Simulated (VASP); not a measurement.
Input of a VASP 6.6.1 run:

Contents of INCAR:

```
SYSTEM = Fe
PREC = Accurate
ENCUT = 520
EDIFF = 1E-7
ISMEAR = 0
SIGMA = 0.05
LREAL = .FALSE.
LASPH = .TRUE.
NELM = 60
ALGO = Fast
ISIF = 2
LWAVE = .FALSE.
LCHARG = .FALSE.
GGA = PE
NBANDS = 10
```

The input KPOINTS:

```
Automatic mesh
0
G
  22 22 22
  0 0 0
```

The input POSCAR:

```
Fe
1.0
   -1.3789566335      1.3789566335      1.3789566335
    1.3789566335     -1.3789566335      1.3789566335
    1.3789566335      1.3789566335     -1.3789566335
Fe
1
Direct
    0.0000000000      0.0000000000      0.0000000000
```

Potentials or basis: VASP PAW PBE potentials, release 64 (Fe).

Command:

```bash
$ cat potpaw_PBE.64/Fe/POTCAR > POTCAR
$ mpirun -np 1 vasp_std > vasp.out
```

(1) What does it give for the band gap on the k mesh?

(2) Estimate the pressure.

## Answers

(1) zero (band 4 reaches 7.76 eV, above the bottom of band 5 at 5.66 eV).

(2) -0.5 GPa.

Caveat: the run has no spin polarisation, though such a crystal can be magnetic.
